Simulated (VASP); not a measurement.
# Cs3Ca4GeF12 in VASP: single point with PBEsol

Aim: the single point of Cs3Ca4GeF12 with PBEsol.

All numbers are computed with VASP 6.6.1; they aren't measurements. Logs are shortened: lines on timing, memory, paths and dates and some standing lists are left out, and cuts for length are marked.

### 1 The cell of the first run

The cell holds a repeated cell, 40 atoms: a = 8.989 Å, b = 8.989 Å, c = 8.989 Å, α = 90.00°, β = 90.00°, γ = 90.00°.

### 2 Single point, PBEsol

The input, INCAR:

```
SYSTEM = Cs3Ca4GeF12
PREC = Accurate
ENCUT = 520
EDIFF = 1E-6
ISMEAR = -1
SIGMA = 0.05
LREAL = Auto
LASPH = .TRUE.
NELM = 120
ALGO = Normal
ISIF = 2
LWAVE = .FALSE.
LCHARG = .FALSE.
GGA = PS
NBANDS = 191
ISYM = -1
GGA_COMPAT = .FALSE.
```

The input, KPOINTS:

```
explicit points
1
Reciprocal
  0.25000000   0.25000000   0.25000000 1
```

The input, POSCAR:

```
Cs3Ca4GeF12
1.0
    8.9888280000      0.0000000000      0.0000000000
    0.0000000000      8.9888280000      0.0000000000
    0.0000000000      0.0000000000      8.9888280000
Ge Cs Ca F
2 6 8 24
Direct
    0.0316470000      0.0303180000      0.9262820000
    0.5292080000      0.5323580000      0.4264570000
    0.9983690000      0.9989330000      0.4932730000
    0.0019270000      0.5020480000      0.9997340000
    0.0010960000      0.5027920000      0.4998010000
    0.5009350000      0.0031820000      0.9998910000
    0.5019820000      0.0018530000      0.5002090000
    0.4982450000      0.4992310000      0.9930690000
    0.2495850000      0.2508340000      0.2485640000
    0.2588780000      0.2597200000      0.7479890000
    0.2422330000      0.7511750000      0.2490700000
    0.2503510000      0.7430880000      0.7490980000
    0.7498080000      0.2435950000      0.2498710000
    0.7427860000      0.2508510000      0.7498300000
    0.7587420000      0.7597890000      0.2482200000
    0.7500340000      0.7507940000      0.7490120000
    0.2688430000      0.2687080000      0.9957320000
    0.2319460000      0.2339010000      0.5054540000
    0.2585560000      0.7498650000      0.0005440000
    0.2489150000      0.7594210000      0.5007020000
    0.7474060000      0.2609880000      0.0014020000
    0.7605390000      0.2479490000      0.5013240000
    0.7325640000      0.7326130000      0.0058010000
    0.7675610000      0.7692610000      0.4959810000
    0.9959770000      0.2693880000      0.2581240000
    0.0022820000      0.2086540000      0.7912740000
    0.9980290000      0.7371330000      0.2524420000
    0.0022640000      0.7354780000      0.7390410000
    0.5018140000      0.2355870000      0.2407950000
    0.4983630000      0.2371480000      0.7517560000
    0.5015980000      0.7094310000      0.2899160000
    0.4963450000      0.7684840000      0.7591650000
    0.2676820000      0.9972540000      0.2594310000
    0.2087460000      0.0027680000      0.7895210000
    0.2348310000      0.5031530000      0.2389240000
    0.2359260000      0.4989850000      0.7521860000
    0.7363930000      0.9992220000      0.2516830000
    0.7343130000      0.0028360000      0.7405160000
    0.7073610000      0.5030600000      0.2916500000
    0.7680320000      0.4970720000      0.7583140000
```

Potentials or basis: VASP PAW PBE potentials, release 64 (Ge_d, Cs_sv, Ca_sv, F).

Launch:

```
cat potpaw_PBE.64/Ge_d/POTCAR potpaw_PBE.64/Cs_sv/POTCAR potpaw_PBE.64/Ca_sv/POTCAR potpaw_PBE.64/F/POTCAR > POTCAR
mpirun -np 1 vasp_std > vasp.out
```

OUTCAR:

```text
SYSTEM = Cs3Ca4GeF12
   PREC = Accurate
   ENCUT = 520
   EDIFF = 1E-6
   ISMEAR = -1
   LREAL = Auto
   LASPH = .TRUE.
   NELM = 120
   ISIF = 2
   GGA = PS
   ISYM = -1

 ion  position               nearest neighbor table
   1  0.032  0.030  0.926-  34 2.03  26 2.03
   2  0.529  0.532  0.426-  31 2.03  39 2.03
   3  0.998  0.999  0.493-
   4  0.002  0.502  1.000-
   5  0.001  0.503  0.500-
   6  0.501  0.003  1.000-
   7  0.502  0.002  0.500-
   8  0.498  0.499  0.993-
   9  0.250  0.251  0.249-  29 2.27  35 2.27  17 2.28  33 2.29  25 2.29  18 2.32
  10  0.259  0.260  0.748-  36 2.16  30 2.16  18 2.21  17 2.23  34 2.38  26 2.38
  11  0.242  0.751  0.249-  27 2.20  33 2.23  35 2.23  19 2.24  20 2.26  31 2.39
  12  0.250  0.743  0.749-  36 2.20  32 2.22  28 2.23  20 2.24  19 2.26  34 2.39
  13  0.750  0.244  0.250-  37 2.20  25 2.23  29 2.23  21 2.24  22 2.26  39 2.39
  14  0.743  0.251  0.750-  30 2.20  40 2.23  38 2.23  22 2.24  21 2.26  26 2.39
  15  0.759  0.760  0.248-  27 2.16  37 2.16  23 2.21  24 2.23  31 2.38  39 2.39
  16  0.750  0.751  0.749-  38 2.27  28 2.27  24 2.29  32 2.29  40 2.29  23 2.32
  17  0.269  0.269  0.996-  10 2.23   9 2.28
  18  0.232  0.234  0.505-  10 2.21   9 2.32
  19  0.259  0.750  0.001-  11 2.24  12 2.26
  20  0.249  0.759  0.501-  12 2.24  11 2.26
  21  0.747  0.261  0.001-  13 2.24  14 2.26
  22  0.761  0.248  0.501-  14 2.24  13 2.26
  23  0.733  0.733  0.006-  15 2.21  16 2.32
  24  0.768  0.769  0.496-  15 2.23  16 2.29
  25  0.996  0.269  0.258-  13 2.23   9 2.29
  26  0.002  0.209  0.791-   1 2.03  10 2.38  14 2.39
  27  0.998  0.737  0.252-  15 2.16  11 2.20
  28  0.002  0.735  0.739-  12 2.23  16 2.27
  29  0.502  0.236  0.241-  13 2.23   9 2.27
  30  0.498  0.237  0.752-  10 2.16  14 2.20
  31  0.502  0.709  0.290-   2 2.03  15 2.38  11 2.39
  32  0.496  0.768  0.759-  12 2.22  16 2.29
  33  0.268  0.997  0.259-  11 2.23   9 2.29
  34  0.209  0.003  0.790-   1 2.03  10 2.38  12 2.39
  35  0.235  0.503  0.239-  11 2.23   9 2.27
  36  0.236  0.499  0.752-  10 2.16  12 2.20
  37  0.736  0.999  0.252-  15 2.16  13 2.20
  38  0.734  0.003  0.741-  14 2.23  16 2.27
  39  0.707  0.503  0.292-   2 2.03  15 2.39  13 2.39
  40  0.768  0.497  0.758-  14 2.23  16 2.29

IMPORTANT INFORMATION: All symmetrisations will be switched off!
NOSYMM: (Re-)initialisation of all symmetry stuff for point group C_1.

----------------------------------------------------------------------------------------

                                     Primitive cell

  volume of cell :     726.2886

  direct lattice vectors                    reciprocal lattice vectors
     8.988828000  0.000000000  0.000000000     0.111249208  0.000000000  0.000000000
     0.000000000  8.988828000  0.000000000     0.000000000  0.111249208  0.000000000
     0.000000000  0.000000000  8.988828000     0.000000000  0.000000000  0.111249208

  length of vectors
     8.988828000  8.988828000  8.988828000     0.111249208  0.111249208  0.111249208

  position of ions in fractional coordinates (direct lattice)
     0.031647000  0.030318000  0.926282000
     0.529208000  0.532358000  0.426457000
     0.998369000  0.998933000  0.493273000
     0.001927000  0.502048000  0.999734000
     0.001096000  0.502792000  0.499801000
     0.500935000  0.003182000  0.999891000
[... 32 lines left out ...]
     0.707361000  0.503060000  0.291650000
     0.768032000  0.497072000  0.758314000

  ion indices of the primitive-cell ions
   primitive index   ion index
                 1           1
                 2           2
                 3           3
                 4           4
                 5           5
                 6           6
[... 32 lines left out ...]
                39          39
                40          40

----------------------------------------------------------------------------------------

 KPOINTS: explicit points

Read explicit list of k-points.

 Found      1 k-points:

 Following reciprocal coordinates:
            Coordinates               Weight
  0.250000  0.250000  0.250000      1.000000
   k-points           NKPTS =      1   k-points in BZ     NKDIM =      1   number of bands    NBANDS=    191
   number of dos      NEDOS =    301   number of ions     NIONS =     40
   total plane-waves  NPLWV = 343000
   dimension x,y,z NGX =    70 NGY =   70 NGZ =   70
   dimension x,y,z NGXF=   140 NGYF=  140 NGZF=  140
   ions per type =               2   6   8  24
   NGX,Y,Z   is equivalent  to a cutoff of  12.95, 12.95, 12.95 a.u.
   NGXF,Y,Z  is equivalent  to a cutoff of  25.89, 25.89, 25.89 a.u.
 SYSTEM =  Cs3Ca4GeF12
   PREC   = accura    normal or accurate (medium, high low for compatibility)
   ISTART =      0    job   : 0-new  1-cont  2-samecut
   ICHARG =      2    charge: 1-file 2-atom 10-const
   ISPIN  =      1    spin polarized calculation?
   LNONCOLLINEAR =      F non collinear calculations
   LSORBIT =      F    spin-orbit coupling
   LASPH  =      T    aspherical Exc in radial PAW
   ENCUT  =  520.0 eV  38.22 Ry    6.18 a.u.  16.71 16.71 16.71*2*pi/ulx,y,z
   NELM   =    120;   NELMIN=  2; NELMDL= -5     # of ELM steps
   EDIFF  = 0.1E-05   stopping-criterion for ELM
   LREAL  =      T    real-space projection
   EDIFFG = 0.1E-04   stopping-criterion for IOM
   NSW    =      0    number of steps for IOM
   IBRION =     -1    ionic relax: 0-MD 1-quasi-New 2-CG
   NFREE  =      0    steps in history (QN), initial steepest desc. (CG)
   ISIF   =      2    stress and relaxation
   ISYM   =     -1    0-nonsym 1-usesym 2-fastsym
   POTIM  = 0.5000    time-step for ionic-motion
   TEBEG  =    0.0;   TEEND  =   0.0 temperature during run
   PSTRESS=    0.0 pullay stress
   NELECT =     330.0000    total number of electrons
   NUPDOWN=      -1.0000    fix difference up-down
   EMIN   =  10.00;   EMAX   =-10.00  energy-range for DOS
   EFERMI =   0.00;   METHOD = LEGACY
   ISMEAR =    -1;   SIGMA  =   0.05  broadening in eV -4-tet -1-fermi 0-gaus
   EFERMI_NEDOS =   21; number of points for ismear=-14 and -15
   IALGO  =     38    algorithm
   IMIX   =      4    mixing-type and parameters
     AMIX     =   0.40;   BMIX     =  1.00
     AMIX_MAG =   1.60;   BMIX_MAG =  1.00
  volume/ion in A,a.u.               =      18.16       122.53
  Fermi-wavevector in a.u.,A,eV,Ry     =   1.258567  2.378347 21.551511  1.583991
  Thomas-Fermi vector in A             =   2.392170
   LORBIT       =      0    0 simple, 1 ext, 2 COOP (PROOUT), +10 PAW based schemes
   GGA     = PS    functional components
   LHFCALC =     F    Hartree Fock is set to
   AEXX    =    0.0000 exact exchange contribution
   IVDW    =     0    specifies the selected vdW correction
   LEPSILON=     F    determine dielectric tensor
   LRPA    =     F    only Hartree local field effects (RPA)
 non-spin polarized calculation
  energy-cutoff  :      520.00
  volume of cell :      726.29
 maximum number of plane-waves:     19552
 NGX is ok and might be reduce to    70
   NGX = 33   NGY = 33   NGZ = 33

 number of electron     329.9999940 magnetization

 Free energy of the ion-electron system (eV)
  ---------------------------------------------------
  ext. energy  EPLUGINS =         0.00000000
  ---------------------------------------------------
  free energy    TOTEN  =      -208.03414079 eV

  energy without entropy =     -207.89889613  energy(sigma->0) =     -207.96651846

 E-fermi :   3.3377     XC(G=0):  -9.3011

 val. band max:        3.3191691059   @ k =   0.2500   0.2500   0.2500
 cond. band min:       3.3562806626   @ k =   0.2500   0.2500   0.2500
 fundamental gap:      0.0371115566
 Fermi energy:         3.3377248837

 k-point     1 :       0.2500    0.2500    0.2500
  band No.  band energies     occupation
      1     -37.5724      2.00000
      2     -37.5679      2.00000
      3     -37.3282      2.00000
      4     -37.3258      2.00000
      5     -37.3222      2.00000
      6     -37.3213      2.00000
[... 169 lines left out ...]
    176       6.8922      0.00000
    177       6.9123      0.00000
 [bands above 177 left out]

------------------------ aborting loop because EDIFF is reached ----------------------------------------

  FORCE on cell =-STRESS in cart. coord.  units (eV):
  Direction    XX          YY          ZZ          XY          YZ          ZX
  --------------------------------------------------------------------------------------
  -------------------------------------------------------------------------------------
  Total        2.1667184      2.1619690     -1.2192520      0.8739247      0.5708368      0.5694818
  in kB        4.7797353      4.7692582     -2.6896442      1.9278596      1.2592541      1.2562649
  external PRESSURE =       2.2864497 kB  Pullay stress =       0.0000000 kB

 VOLUME and BASIS-vectors are now :
 -----------------------------------------------------------------------------
  energy-cutoff  :      520.00
  volume of cell :      726.29
      direct lattice vectors                 reciprocal lattice vectors
     8.988828000  0.000000000  0.000000000     0.111249208  0.000000000  0.000000000
     0.000000000  8.988828000  0.000000000     0.000000000  0.111249208  0.000000000
     0.000000000  0.000000000  8.988828000     0.000000000  0.000000000  0.111249208

 POSITION                                       TOTAL-FORCE (eV/Angst)
 -----------------------------------------------------------------------------------
      0.28447      0.27252      8.32619        -0.034294     -0.027604      0.050236
      4.75696      4.78527      3.83335        -0.031207     -0.030626      0.049011
      8.97417      8.97924      4.43395         0.001075      0.003069      0.004973
      0.01732      4.51282      8.98644        -0.001098     -0.007043      0.001324
      0.00985      4.51951      4.49263        -0.005818     -0.001531      0.001071
      4.50282      0.02860      8.98785        -0.002857     -0.001751      0.004469
[... 32 lines left out ...]
      6.35835      4.52192      2.62159         0.024123      0.000900     -0.019676
      6.90371      4.46809      6.81635         0.002118      0.014637     -0.006472
 -----------------------------------------------------------------------------------
    total drift:                                0.000664      0.000324     -0.007844

  FREE ENERGIE OF THE ION-ELECTRON SYSTEM (eV)
  ---------------------------------------------------
  free  energy   TOTEN  =      -208.0341407874 eV

  energy  without entropy=     -207.8988961271  energy(sigma->0) =     -207.96651846
```

It took 7.6 min on 1 thread of Intel Xeon Platinum 8259CL at 2.50GHz (Skylake/Cascade Lake), shared host; peak memory 0.74 GiB.

Results:

```
Free energy   : -208.0341 eV
Pressure      : 0.2 GPa
Largest force : 0.067 eV/Å
```

Forces in eV/Å, atoms in the order of the input:
```
Ge  -0.034 -0.028  0.050
Ge  -0.031 -0.031  0.049
Cs   0.001  0.003  0.005
Cs  -0.001 -0.007  0.001
Cs  -0.006 -0.002  0.001
Cs  -0.003 -0.002  0.004
Cs   0.001 -0.002 -0.002
Cs  -0.001  0.000  0.006
Ca  -0.005 -0.009  0.015
Ca  -0.019 -0.028 -0.005
Ca   0.027  0.014  0.005
Ca   0.004  0.033  0.003
Ca   0.012  0.023  0.003
Ca   0.026  0.004  0.002
Ca  -0.031 -0.020 -0.002
Ca  -0.007 -0.008  0.008
F   -0.004  0.001  0.018
F   -0.007 -0.005 -0.025
F   -0.001  0.002 -0.003
F    0.002 -0.001 -0.014
F    0.002  0.004 -0.012
F   -0.002  0.007 -0.004
F   -0.001  0.000 -0.031
F   -0.002 -0.002  0.018
F    0.017  0.001 -0.008
F   -0.004  0.018 -0.016
F    0.014 -0.009 -0.003
F   -0.016  0.005  0.004
F   -0.012  0.005  0.002
F    0.008 -0.002 -0.003
F    0.002  0.023 -0.018
F    0.019  0.001 -0.006
F    0.001  0.013 -0.011
F    0.021 -0.006 -0.016
F    0.004 -0.014  0.000
F   -0.003  0.008  0.002
F   -0.007  0.008  0.003
F    0.007 -0.012  0.006
F    0.024  0.001 -0.020
F    0.002  0.015 -0.006
```

Levels at points of the mesh, in eV from the Fermi level:
| k point | band 162 | band 163 | band 164 | band 165 | band 166 | band 167 | band 168 | band 169 |
| --- | --- | --- | --- | --- | --- | --- | --- | --- |
| (0.25, 0.25, 0.25) | -5.03 | -4.93 | -4.92 | -0.02 | 0.02 | 0.96 | 1.07 | 1.50 |

Caveat: the PAW data sets were made with another functional, which shifts forces and pressure a little; spin-orbit coupling is left out, which moves the levels of the heavy elements.
